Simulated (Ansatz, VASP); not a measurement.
**PbO2: VASP beside Ansatz**

The input INCAR:

```
PREC = Accurate
ENCUT = 600
EDIFF = 1E-6
ISMEAR = 0
SIGMA = 0.1
LREAL = F
LASPH = T
NELM = 100
ALGO = Normal
ISIF = 3
LWAVE = F
LCHARG = F
GGA = PE
IBRION = 2
NSW = 100
EDIFFG = -0.005
```

File KPOINTS:

```
regular mesh
0
Gamma
  8 8 10
```

The input POSCAR:

```
PbO2
1.0
    5.0810240466      0.0000000000      0.0000000000
    0.0000000000      5.0810240466      0.0000000000
    0.0000000000      0.0000000000      3.4425601251
Pb O
2 4
Direct
    0.0000000000      0.0000000000      0.0000000000
    0.5000000000      0.5000000000      0.5000000000
    0.3080075539      0.3080075539      0.0000000000
    0.1919924461      0.8080075539      0.5000000000
    0.6919924461      0.6919924461      0.0000000000
    0.8080075539      0.1919924461      0.5000000000
```

Input for Ansatz:

```yaml
crystal:
  lattice:
    - [5.0810240404, 0.0, 0.0]
    - [0.0, 5.0810240404, 0.0]
    - [0.0, 0.0, 3.4425601345]
  atoms:
    - { symbol: Pb, position: [0.0, 0.0, 0.0] }
    - { symbol: Pb, position: [0.5, 0.5, 0.5] }
    - { symbol: O, position: [0.3080075541, 0.3080075541, 0.0] }
    - { symbol: O, position: [0.1919924459, 0.8080075541, 0.5] }
    - { symbol: O, position: [0.6919924459, 0.6919924459, 0.0] }
    - { symbol: O, position: [0.8080075541, 0.1919924459, 0.5] }
basis:
  ecutwfc: 420
kpoints:
  mp_grid: { grid: [8, 8, 10] }
hamiltonian:
  xc: pbe
scf:
  occupations: { method: gaussian, width: 0.1 }
output:
  forces: true
  stress: true
  eigenvalues: true
relax:
  adjacent_minimum: "off"
  f_tol: 0.005
  max_steps: 80
  cell: { stress_tol: 0.05 }
```

Alike in both runs: task relaxation of cell and atoms; functional PBE; k mesh 8 × 8 × 10; occupations gaussian, width 0.1 eV; no spin polarisation.

|  | VASP | Ansatz |
| --- | --- | --- |
| version | VASP 6.6.1 | Ansatz 0.2.0 |
| potentials or method | VASP PAW PBE potentials, release 64 (Pb_d, O), cutoff 600 eV | scalar-relativistic, plane waves, PAW |
| valence electrons in the cell | 52 | 52 |

VASP gave:

```
gap on the k mesh at the Fermi level, each at its own relaxed structure (eV) : none
relaxed volume (Å³/atom)                                                     : 14.83
relaxed cell length with the largest relative difference (Å)                 : 3.446
```

Problem. What did Ansatz give for the same quantities?

Solution. gap on the k mesh at the Fermi level, each at its own relaxed structure (eV): none; relaxed volume (Å³/atom): 14.82; relaxed cell length with the largest relative difference (Å): 3.443.

A gap of «none» marks a metal or a gap that the smearing closes.

Neither program's run includes spin-orbit coupling.
